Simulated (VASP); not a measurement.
Set up this calculation in VASP 6.6.1, as the native input.

| Item | Value |
| --- | --- |
| Task | single point |
| Functional | LDA |
| Potentials or basis | VASP PAW LDA potentials, release 64 (Ru_pv) |
| Cutoff | 520 eV |
| k mesh | 16 × 16 × 16 |
| Occupations | fermi-dirac, width 0.1 eV |
| Spin | no spin polarisation |
| Dipole correction | no |
| Further INCAR settings | ALGO = Normal; EDIFF = 1e-06; NBANDS = 13 |

The structure of Ru lies in POSCAR:

```
Ru
1.0
    0.0000000000      1.8483757448      1.8483757448
    1.8483757448      0.0000000000      1.8483757448
    1.8483757448      1.8483757448      0.0000000000
Ru
1
Direct
    0.0000000000      0.0000000000      0.0000000000
```

This cell differs from its parent crystal: volume scaled by 0.96.

The input as run:

INCAR

```
SYSTEM = Ru
PREC = Accurate
ENCUT = 520
EDIFF = 1E-6
ISMEAR = -1
SIGMA = 0.1
LREAL = .FALSE.
LASPH = .TRUE.
NELM = 80
ALGO = Normal
ISIF = 2
LWAVE = .FALSE.
LCHARG = .FALSE.
NBANDS = 13
```

KPOINTS

```
regular mesh
0
G
  16 16 16
  0 0 0
```

Potentials or basis: VASP PAW LDA potentials, release 64 (Ru_pv).

Run with:

```console
$ cat potpaw_LDA.64/Ru_pv/POTCAR > POTCAR
$ mpirun -np 1 vasp_std > vasp.out
```

It gave:

| Item | Value |
| --- | --- |
| Pressure | 17.3 GPa |
| Band gap on the k mesh | zero (band 7 reaches 16.55 eV, above the bottom of band 8 at 12.47 eV) |

It took 14 s on 1 thread of Intel(R) Xeon(R) 6975P-C (Granite Rapids), with other jobs on the host, peak memory 0.13 GiB.
